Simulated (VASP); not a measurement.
# NaF (P6_3/mmc) in VASP: further runs

The runs below take NaF through single point, with PBE.

Program: VASP 6.6.1. These are calculated values, not measurements. Logs are shortened: lines on timing, memory, paths and dates and some standing lists are left out, and cuts for length are marked.

## Step 1: The cell of the first run

Symmetry: P6_3/mmc, No. 194, hexagonal system. The conventional cell has a = 3.868 Å, b = 3.868 Å, c = 4.506 Å, α = 90.00°, β = 90.00°, γ = 120.00°. Na (site symmetry -6m2) has 5 F at 2.23 to 2.25 Å within 3.0 Å. Within 3.0 Å of F (site symmetry -6m2) lie 5 Na at 2.23 to 2.25 Å.

## Step 2: Single point, PBE (uniaxial z strain -1.0%)

The input, INCAR:

```
PREC = Accurate ; ENCUT = 520
EDIFF = 1E-6 ; ISMEAR = -1
SIGMA = 0.02 ; LREAL = False
LASPH = True ; NELM = 100
ALGO = Normal ; ISIF = 2
LWAVE = False ; LCHARG = False
GGA = PE ; NBANDS = 22
```

The input, KPOINTS:

```
Automatic mesh
0
Gamma
  12 12 6
```

The input, POSCAR:

```
NaF
1.0
    3.8680646418      0.0000000000      0.0000000000
   -1.9340323209      3.3498422433      0.0000000000
    0.0000000000      0.0000000000      4.5058668432
Na F
2 2
Direct
    0.3333333333      0.6666666667     -0.0625000000
    0.6666666667      0.3333333333      0.4375000000
    0.3333333333      0.6666666667      0.4375000000
    0.6666666667      0.3333333333      0.9375000000
```

Potentials or basis: VASP PAW PBE potentials, release 64 (Na_pv, F).

Command:

```console
cat potpaw_PBE.64/Na_pv/POTCAR potpaw_PBE.64/F/POTCAR > POTCAR
mpirun -np 1 vasp_std > vasp.out
```

OUTCAR:

```text
PREC = Accurate
   ENCUT = 520
   EDIFF = 1E-6
   ISMEAR = -1
   LREAL = False
   LASPH = True
   NELM = 100
   ISIF = 2
   GGA = PE

 ion  position               nearest neighbor table
   1  0.333  0.667  0.938-   4 2.23   4 2.23   4 2.23   3 2.25   3 2.25
   2  0.667  0.333  0.438-   3 2.23   3 2.23   3 2.23   4 2.25   4 2.25
   3  0.333  0.667  0.438-   2 2.23   2 2.23   2 2.23   1 2.25   1 2.25
   4  0.667  0.333  0.938-   1 2.23   1 2.23   1 2.23   2 2.25   2 2.25

  LATTYP: Found a hexagonal cell.
 ALAT       =     3.8680646418
 C/A-ratio  =     1.1648892303

  Lattice vectors:

 A1 = (   3.8680646418,   0.0000000000,   0.0000000000)
 A2 = (  -1.9340323209,   3.3498422433,   0.0000000000)
 A3 = (   0.0000000000,   0.0000000000,   4.5058668432)

Analysis of symmetry for initial positions (statically):
=====================================================================
 Subroutine PRICEL returns:
 Original cell was already a primitive cell.

 Routine SETGRP: Setting up the symmetry group for a
 hexagonal supercell.

 Subroutine GETGRP returns: Found 24 space group operations
 (whereof  6 operations were pure point group operations)
 out of a pool of 24 trial point group operations.

The static configuration has the point symmetry C_3v.
 The point group associated with its full space group is D_6h.

Analysis of symmetry for dynamics (positions and initial velocities):
=====================================================================
 Subroutine PRICEL returns:
 Original cell was already a primitive cell.

 Routine SETGRP: Setting up the symmetry group for a
 hexagonal supercell.

 Subroutine GETGRP returns: Found 24 space group operations
 (whereof  6 operations were pure point group operations)
 out of a pool of 24 trial point group operations.

The dynamic configuration has the point symmetry C_3v.
 The point group associated with its full space group is D_6h.

 Subroutine INISYM returns: Found 24 space group operations
 (whereof  6 operations are pure point group operations),
 and found     1 'primitive' translations

----------------------------------------------------------------------------------------

                                     Primitive cell

  volume of cell :      58.3843

  direct lattice vectors                    reciprocal lattice vectors
     3.868064642  0.000000000  0.000000000     0.258527220  0.149260760  0.000000000
    -1.934032321  3.349842243  0.000000000     0.000000000  0.298521521  0.000000000
     0.000000000  0.000000000  4.505866843     0.000000000  0.000000000  0.221932879

  length of vectors
     3.868064642  3.868064642  4.505866843     0.298521521  0.298521521  0.221932879

  position of ions in fractional coordinates (direct lattice)
     0.333333333  0.666666667  0.937500000
     0.666666667  0.333333333  0.437500000
     0.333333333  0.666666667  0.437500000
     0.666666667  0.333333333  0.937500000

  ion indices of the primitive-cell ions
   primitive index   ion index
                 1           1
                 2           2
                 3           3
                 4           4

----------------------------------------------------------------------------------------

 KPOINTS: Automatic mesh

Automatic generation of k-mesh.
 Grid dimensions read from file:
 generate k-points for:   12   12    6

 Generating k-lattice:

  Cartesian coordinates                     Fractional coordinates (reciprocal lattice)
     0.021543935  0.012438397  0.000000000     0.083333333  0.000000000  0.000000000
     0.000000000  0.024876793  0.000000000     0.000000000  0.083333333  0.000000000
     0.000000000  0.000000000  0.036988813     0.000000000  0.000000000  0.166666667

  Length of vectors
     0.024876793  0.024876793  0.036988813

  Shift w.r.t. Gamma in fractional coordinates (k-lattice)
     0.000000000  0.000000000  0.000000000

 Subroutine IBZKPT returns following result:
 ===========================================

 Found     76 irreducible k-points:

 Following reciprocal coordinates:
            Coordinates               Weight
  0.000000  0.000000  0.000000      1.000000
  0.083333  0.000000  0.000000      6.000000
  0.166667  0.000000  0.000000      6.000000
  0.250000  0.000000  0.000000      6.000000
  0.333333  0.000000  0.000000      6.000000
  0.416667  0.000000  0.000000      6.000000
[... 16 lines left out ...]
  0.250000  0.000000  0.166667     12.000000
  0.333333  0.000000  0.166667     12.000000
 [... further k-points ...]
   k-points           NKPTS =     76   k-points in BZ     NKDIM =     76   number of bands    NBANDS=     22
   number of dos      NEDOS =    301   number of ions     NIONS =      4
   total plane-waves  NPLWV =  32400
   dimension x,y,z NGX =    30 NGY =   30 NGZ =   36
   dimension x,y,z NGXF=    60 NGYF=   60 NGZF=   72
   ions per type =               2   2
   NGX,Y,Z   is equivalent  to a cutoff of  12.89, 12.89, 13.28 a.u.
[... 80 lines left out ...]
      1     -21.9818      2.00000
      2     -21.8777      2.00000
      3     -21.8162      2.00000
      4     -21.7747      2.00000
      5     -21.7191      2.00000
      6     -21.6761      2.00000
[... 14 lines left out ...]
     21      15.5885      0.00000
     22      15.6303      0.00000

 k-point     3 :       0.1667    0.0000    0.0000
  band No.  band energies     occupation
      1     -22.1042      2.00000
      2     -22.0159      2.00000
      3     -21.8092      2.00000
      4     -21.7786      2.00000
      5     -21.7186      2.00000
      6     -21.6818      2.00000
[... 14 lines left out ...]
     21      14.8127      0.00000
     22      15.0116      0.00000

 k-point     4 :       0.2500    0.0000    0.0000
  band No.  band energies     occupation
      1     -22.2100      2.00000
      2     -22.1388      2.00000
      3     -21.7985      2.00000
      4     -21.7836      2.00000
      5     -21.7180      2.00000
      6     -21.6909      2.00000
[... 14 lines left out ...]
     21      14.0901      0.00000
     22      14.4495      0.00000

 k-point     5 :       0.3333    0.0000    0.0000
  band No.  band energies     occupation
      1     -22.2874      2.00000
      2     -22.2364      2.00000
      3     -21.7885      2.00000
      4     -21.7855      2.00000
      5     -21.7177      2.00000
      6     -21.7023      2.00000
[... 14 lines left out ...]
     21      13.5529      0.00000
     22      14.0278      0.00000

 k-point     6 :       0.4167    0.0000    0.0000
  band No.  band energies     occupation
      1     -22.3311      2.00000
      2     -22.3018      2.00000
      3     -21.7919      2.00000
      4     -21.7730      2.00000
      5     -21.7176      2.00000
      6     -21.7136      2.00000
[... 14 lines left out ...]
     21      13.2362      0.00000
     22      13.7696      0.00000

 k-point     7 :       0.5000    0.0000    0.0000
  band No.  band energies     occupation
      1     -22.3426      2.00000
      2     -22.3274      2.00000
      3     -21.7931      2.00000
      4     -21.7669      2.00000
      5     -21.7191      2.00000
      6     -21.7176      2.00000
[... 324 lines left out ...]
      6     -21.7229      2.00000
[... 14 lines left out ...]
     21      15.1910      0.00000
     22      16.0362      0.00000

 k-point    21 :       0.0833    0.0000    0.1667
  band No.  band energies     occupation
      1     -22.1141      2.00000
      2     -22.0605      2.00000
      3     -21.7719      2.00000
      4     -21.7709      2.00000
      5     -21.7228      2.00000
      6     -21.7095      2.00000
[... 14 lines left out ...]
     21      15.0786      0.00000
     22      15.7626      0.00000

 k-point    22 :       0.1667    0.0000    0.1667
  band No.  band energies     occupation
      1     -22.1988      2.00000
      2     -22.1428      2.00000
      3     -21.7745      2.00000
      4     -21.7718      2.00000
      5     -21.7225      2.00000
      6     -21.6936      2.00000
[... 14 lines left out ...]
     21      14.6936      0.00000
     22      15.1291      0.00000

 k-point    23 :       0.2500    0.0000    0.1667
  band No.  band energies     occupation
      1     -22.2859      2.00000
      2     -22.2360      2.00000
      3     -21.7791      2.00000
      4     -21.7661      2.00000
      5     -21.7223      2.00000
      6     -21.6896      2.00000
[... 14 lines left out ...]
     21      14.2486      0.00000
     22      14.4101      0.00000

 k-point    24 :       0.3333    0.0000    0.1667
  band No.  band energies     occupation
      1     -22.3544      2.00000
      2     -22.3169      2.00000
      3     -21.7836      2.00000
      4     -21.7571      2.00000
      5     -21.7223      2.00000
      6     -21.6933      2.00000
[... 14 lines left out ...]
     21      13.8375      0.00000
     22      13.8919      0.00000

 [... further k-points ...]

------------------------ aborting loop because EDIFF is reached ----------------------------------------

  FORCE on cell =-STRESS in cart. coord.  units (eV):
  Direction    XX          YY          ZZ          XY          YZ          ZX
  --------------------------------------------------------------------------------------
  -------------------------------------------------------------------------------------
  Total        0.9147166      0.9147166      1.5174683      0.0000000     -0.0000000      0.0000000
  in kB       25.1015607     25.1015607     41.6422113      0.0000000     -0.0000000      0.0000000
  external PRESSURE =      30.6151109 kB  Pullay stress =       0.0000000 kB

 VOLUME and BASIS-vectors are now :
 -----------------------------------------------------------------------------
  energy-cutoff  :      520.00
  volume of cell :       58.38
      direct lattice vectors                 reciprocal lattice vectors
     3.868064642  0.000000000  0.000000000     0.258527220  0.149260760  0.000000000
    -1.934032321  3.349842243  0.000000000     0.000000000  0.298521521  0.000000000
     0.000000000  0.000000000  4.505866843     0.000000000  0.000000000  0.221932879

 POSITION                                       TOTAL-FORCE (eV/Angst)
 -----------------------------------------------------------------------------------
     -0.00000      2.23323      4.22425        -0.000000      0.000000     -0.000000
      1.93403      1.11661      1.97132         0.000000     -0.000000     -0.000000
     -0.00000      2.23323      1.97132        -0.000000      0.000000      0.000000
      1.93403      1.11661      4.22425         0.000000      0.000000     -0.000000
 -----------------------------------------------------------------------------------
    total drift:                               -0.000000      0.000000      0.000000

  FREE ENERGIE OF THE ION-ELECTRON SYSTEM (eV)
  ---------------------------------------------------
  free  energy   TOTEN  =       -16.9508245554 eV

  energy  without entropy=      -16.9508245554  energy(sigma->0) =      -16.95082456
```

Wall time 34 s (1 thread of Intel Xeon 6975P-C (Granite Rapids), shared host); peak memory 0.21 GiB.

What came out:

```yaml
Free_energy: -16.9508 eV
Pressure: 3.1 GPa
Band_gap_on_the_k_mesh: 5.71 eV
```

Stress tensor (GPa, compression positive):
```
2.51 0.00 0.00
0.00 2.51 0.00
0.00 0.00 4.16
```

Caveat: the cell differs from its parent crystal (uniaxial z strain -1.0%); the cell stands under pressure; the structure was generated, so it needn't be the stable form of NaF. A k mesh can miss the band edges.

## Step 3: Single point, PBE

This run uses another cell than the first one, of 14.74 Å³/atom.

The input, INCAR:

```
SYSTEM = NaF
ALGO     = Normal         ! electronic algorithm
EDIFF    = 1E-6           ! SCF threshold, eV
ENCUT    = 520            ! plane-wave cutoff, eV
GGA      = PE             ! functional
ISIF     = 2              ! what is computed and relaxed
ISMEAR   = -1             ! smearing method
LASPH    = .True.         ! aspherical terms in the spheres
LCHARG   = .False.        ! write CHGCAR
LREAL    = .False.        ! projectors in reciprocal space
LWAVE    = .False.        ! write WAVECAR
NBANDS   = 22             ! bands
NELM     = 80             ! most SCF steps
PREC     = Accurate       ! precision mode
SIGMA    = 0.02           ! smearing width, eV
```

The input, KPOINTS:

```
k-points
0
Gamma
  12 12 6
  0 0 0
```

Edit POSCAR of step 2 so:

```diff
@@ -4,3 +4,3 @@
    -1.9340323209      3.3498422433      0.0000000000
-    0.0000000000      0.0000000000      4.5058668432
+    0.0000000000      0.0000000000      4.5513806497
 Na F
```

Potentials or basis: VASP PAW PBE potentials, release 64 (Na_pv, F).

Command:

```console
cat potpaw_PBE.64/Na_pv/POTCAR potpaw_PBE.64/F/POTCAR > POTCAR
mpirun -np 1 vasp_std > vasp.out
```

Wall time 33 s (1 thread of Intel Xeon 6975P-C (Granite Rapids), shared host); peak memory 0.22 GiB.

Results (log left out):

```
Free energy            : -16.9646 eV
Pressure               : 2.5 GPa
Band gap on the k mesh : 5.68 eV
```

Stress tensor (GPa, compression positive):
```
2.29 0.00 0.00
0.00 2.29 0.00
0.00 0.00 2.94
```

Levels at points of the mesh, in eV from the valence-band top:
| k point | band 10 | band 11 | band 12 | band 13 | band 14 | band 15 | band 16 | band 17 | band 18 | band 19 |
| --- | --- | --- | --- | --- | --- | --- | --- | --- | --- | --- |
| (0.00, 0.00, 0.00) | -0.60 | -0.60 | -0.30 | -0.30 | 0.00 | 5.68 | 12.86 | 12.98 | 15.51 | 15.51 |
| (0.50, 0.00, 0.00) | -0.75 | -0.71 | -0.62 | -0.36 | -0.17 | 8.83 | 10.41 | 12.92 | 15.14 | 15.31 |
| (0.00, 0.00, 0.50) | -0.83 | -0.46 | -0.46 | -0.46 | -0.46 | 7.98 | 7.98 | 16.44 | 16.44 | 16.44 |
| (0.50, 0.00, 0.50) | -1.30 | -0.48 | -0.48 | -0.26 | -0.26 | 9.89 | 9.89 | 12.46 | 12.46 | 15.86 |

Caveat: the structure was generated, so it needn't be the stable form of NaF.

## Step 4: Single point, PBE (epitaxial xy strain +1.5%)

The input, INCAR:

```
PREC     = Accurate       # precision mode
ENCUT    = 520            # plane-wave cutoff, eV
EDIFF    = 1E-6           # SCF threshold, eV
ISMEAR   = -1             # smearing method
SIGMA    = 0.02           # smearing width, eV
LREAL    = False          # projectors in reciprocal space
LASPH    = True           # aspherical terms in the spheres
NELM     = 80             # most SCF steps
ALGO     = Normal         # electronic algorithm
ISIF     = 2              # what is computed and relaxed
LWAVE    = False          # write WAVECAR
LCHARG   = False          # write CHGCAR
GGA      = PE             # functional
NBANDS   = 22             # bands
```

The input, KPOINTS:

```
Automatic mesh
0
Gamma
  12 12 6
```

The input, POSCAR:

```
NaF
1.0
    3.9260856114      0.0000000000      0.0000000000
   -1.9630428057      3.4000898769      0.0000000000
    0.0000000000      0.0000000000      4.5296501438
Na F
2 2
Direct
    0.3333333333      0.6666666667     -0.0625000000
    0.6666666667      0.3333333333      0.4375000000
    0.3333333333      0.6666666667      0.4375000000
    0.6666666667      0.3333333333      0.9375000000
```

Command:

```console
cat potpaw_PBE.64/Na_pv/POTCAR potpaw_PBE.64/F/POTCAR > POTCAR
mpirun -np 1 vasp_std > vasp.out
```

Wall time 34 s (1 thread of Intel Xeon 6975P-C (Granite Rapids), shared host); peak memory 0.22 GiB.

The run converged. Its results:

| Quantity | Value |
| --- | --- |
| Free energy | -16.9785 eV |
| Pressure | 1.5 GPa |
| Band gap on the k mesh | 5.60 eV |

Stress tensor (GPa, compression positive):
```
0.85 0.00 0.00
0.00 0.85 0.00
0.00 0.00 2.84
```

Levels at points of the mesh, in eV from the valence-band top:
```tsv
k point	band 10	band 11	band 12	band 13	band 14	band 15	band 16	band 17	band 18	band 19
(0.00, 0.00, 0.00)	-0.59	-0.59	-0.27	-0.27	0.00	5.60	12.79	12.99	15.20	15.20
(0.50, 0.00, 0.00)	-0.74	-0.68	-0.58	-0.34	-0.15	8.70	10.20	12.95	14.86	15.18
(0.00, 0.00, 0.50)	-0.81	-0.44	-0.44	-0.44	-0.44	7.91	7.91	16.15	16.15	16.15
(0.50, 0.00, 0.50)	-1.26	-0.46	-0.46	-0.24	-0.24	9.80	9.80	12.25	12.25	15.59
```

Caveat: the cell differs from its parent crystal (epitaxial xy strain +1.5%); the structure was generated, so it needn't be the stable form of NaF. A k mesh can miss the band edges.

## Step 5: Single point, PBE (strain +1.0%)

The input, INCAR:

```
PREC     = Accurate       # precision mode
ENCUT    = 520            # plane-wave cutoff, eV
EDIFF    = 1E-6           # SCF threshold, eV
ISMEAR   = -1             # smearing method
SIGMA    = 0.02           # smearing width, eV
LREAL    = F              # projectors in reciprocal space
LASPH    = T              # aspherical terms in the spheres
NELM     = 80             # most SCF steps
ALGO     = Normal         # electronic algorithm
ISIF     = 2              # what is computed and relaxed
LWAVE    = F              # write WAVECAR
LCHARG   = F              # write CHGCAR
GGA      = PE             # functional
NBANDS   = 22             # bands
```

KPOINTS is that of step 4.

The input, POSCAR:

```
NaF
1.0
    3.9067452882      0.0000000000      0.0000000000
   -1.9533726441      3.3833406657      0.0000000000
    0.0000000000      0.0000000000      4.5968944562
Na F
2 2
Direct
    0.3333333333      0.6666666667     -0.0625000000
    0.6666666667      0.3333333333      0.4375000000
    0.3333333333      0.6666666667      0.4375000000
    0.6666666667      0.3333333333      0.9375000000
```

Command:

```console
cat potpaw_PBE.64/Na_pv/POTCAR potpaw_PBE.64/F/POTCAR > POTCAR
mpirun -np 1 vasp_std > vasp.out
```

It took 34 s on 1 thread of Intel Xeon 6975P-C (Granite Rapids), shared host; peak memory 0.22 GiB.

Results (log left out):

```
Free energy            : -16.9871 eV
Pressure               : 1.2 GPa
Band gap on the k mesh : 5.58 eV
```

Stress tensor (GPa, compression positive):
```
1.04 0.00 0.00
0.00 1.04 0.00
0.00 0.00 1.45
```

Levels at points of the mesh, in eV from the valence-band top:
| k point | band 10 | band 11 | band 12 | band 13 | band 14 | band 15 | band 16 | band 17 | band 18 | band 19 |
| --- | --- | --- | --- | --- | --- | --- | --- | --- | --- | --- |
| (0.00, 0.00, 0.00) | -0.57 | -0.57 | -0.28 | -0.28 | 0.00 | 5.58 | 12.64 | 12.77 | 15.30 | 15.30 |
| (0.50, 0.00, 0.00) | -0.72 | -0.68 | -0.59 | -0.35 | -0.16 | 8.72 | 10.18 | 12.79 | 14.84 | 15.09 |
| (0.00, 0.00, 0.50) | -0.80 | -0.43 | -0.43 | -0.43 | -0.43 | 7.85 | 7.85 | 16.22 | 16.22 | 16.22 |
| (0.50, 0.00, 0.50) | -1.25 | -0.46 | -0.46 | -0.25 | -0.25 | 9.78 | 9.78 | 12.19 | 12.19 | 15.62 |

Caveat: the cell differs from its parent crystal (strain +1.0%); the structure was generated, so it needn't be the stable form of NaF. A k mesh can miss the band edges.

## Step 6: Overview

| cell | gap on the mesh (eV) | pressure (GPa) |
| --- | --- | --- |
| a = 3.868, b = 3.868, c = 4.506 Å, angles 90.0, 90.0, 120.0°, 4 atoms | 5.71 | 3.1 |
| a = 3.868, b = 3.868, c = 4.551 Å, angles 90.0, 90.0, 120.0°, 4 atoms | 5.68 | 2.5 |
| a = 3.926, b = 3.926, c = 4.530 Å, angles 90.0, 90.0, 120.0°, 4 atoms | 5.60 | 1.5 |
| a = 3.907, b = 3.907, c = 4.597 Å, angles 90.0, 90.0, 120.0°, 4 atoms | 5.58 | 1.2 |

Alike in all rows: task single point; level PBE; potentials or basis VASP PAW PBE potentials, release 64 (Na_pv, F); no spin polarisation; k mesh 12 × 12 × 6; cutoff (eV) 520; smearing fermi-dirac 0.02 eV.

Caveats: the structure was generated, so it needn't be the stable form of NaF; the cell stands under pressure (at least some runs).

Absolute energies hang on the potentials; compare differences alone.
